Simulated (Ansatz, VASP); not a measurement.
**One calculation of Hf2TiN3, two programs**

```
Hf Ti N
1.0
    -1.57948    1.57948    6.72400
     1.57948   -1.57948    6.72400
     1.57948    1.57948   -6.72400
Hf Ti N
2 1 3
Direct
  0.65944 0.65944 0.00000
  0.34056 0.34056 0.00000
  0.00000 0.00000 0.00000
  0.16687 0.16687 0.00000
  0.83313 0.83313 0.00000
  0.50000 0.50000 0.00000
```

Alike in both runs: functional PBE; k mesh 16 × 16 × 16; occupations gaussian, width 0.1 eV; no spin polarisation.

Ansatz relaxed the structure, and its values are those at the end. VASP's run is a single point on that final structure, the one shown.

|  | VASP | Ansatz |
| --- | --- | --- |
| version | VASP 6.6.1 | Ansatz 0.2.0 |
| potentials or method | VASP PAW PBE potentials, release 64 (Hf_pv, Ti_sv, N), cutoff 520 eV | scalar-relativistic, plane waves, PAW |
| valence electrons in the cell | 47 | 79 |

```csv
,VASP,Ansatz,Ansatz less VASP
gap on the k mesh at the Fermi level (eV),none,none,-
pressure (GPa),-1.6,0.0,+1.59
rms of the force components (eV/Å),0.019,0.001,-0.0173
```

A gap of «none» marks a metal or a gap that the smearing closes. With one functional, cell and mesh, what is left measures potentials, basis and numerics. VASP's potentials hold 47 valence electrons a cell and Ansatz's 79, so a difference there can come from the potentials and not from the codes.

Neither program's run includes spin-orbit coupling.
